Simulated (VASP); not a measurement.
Write the native input for VASP 6.6.1 that does the following.

```yaml
Task: single point
Functional: PBE
Potentials_or_basis: VASP PAW PBE potentials, release 64 (Pd)
Cutoff: 520 eV
k_mesh: 20 × 20 × 20
Occupations: gaussian, width 0.15 eV
Spin: no spin polarisation
Dipole_correction: no
Further_INCAR_settings: ALGO = Fast; EDIFF = 1e-07; NBANDS = 11
```

The structure of Pd lies in POSCAR:

```
Pd
1.0
    0.0000000000      1.9449000000      1.9935225000
    1.9449000000      0.0000000000      1.9935225000
    1.9449000000      1.9449000000      0.0000000000
Pd
1
Direct
    0.0000000000      0.0000000000      0.0000000000
```

This cell differs from its parent crystal: strain +0.000 along x and y, +0.025 along z.

The input as run:

INCAR

```
SYSTEM = Pd
PREC = Accurate ; ENCUT = 520
EDIFF = 1E-7 ; ISMEAR = 0
SIGMA = 0.15 ; LREAL = .FALSE.
LASPH = .TRUE. ; NELM = 100
ALGO = Fast ; ISIF = 2
LWAVE = .FALSE. ; LCHARG = .FALSE.
GGA = PE ; NBANDS = 11
```

KPOINTS

```
regular mesh
0
G
  20 20 20
  0 0 0
```

Potentials or basis: VASP PAW PBE potentials, release 64 (Pd).

Run with:

```sh
$ cat potpaw_PBE.64/Pd/POTCAR > POTCAR
$ mpirun -np 1 vasp_std > vasp.out
```

Results of the run:

| Item | Value |
| --- | --- |
| Pressure | 2.7 GPa |
| Band gap on the k mesh | zero (band 5 reaches 9.77 eV, above the bottom of band 6 at 8.16 eV) |

Caveat: the cell differs from its parent crystal (strain +0.000 along x and y, +0.025 along z).

Wall time 2.7 min on 1 thread of AMD EPYC 7R43 64-Core Processor (Zen 3) (shared host), peak memory 0.18 GiB.
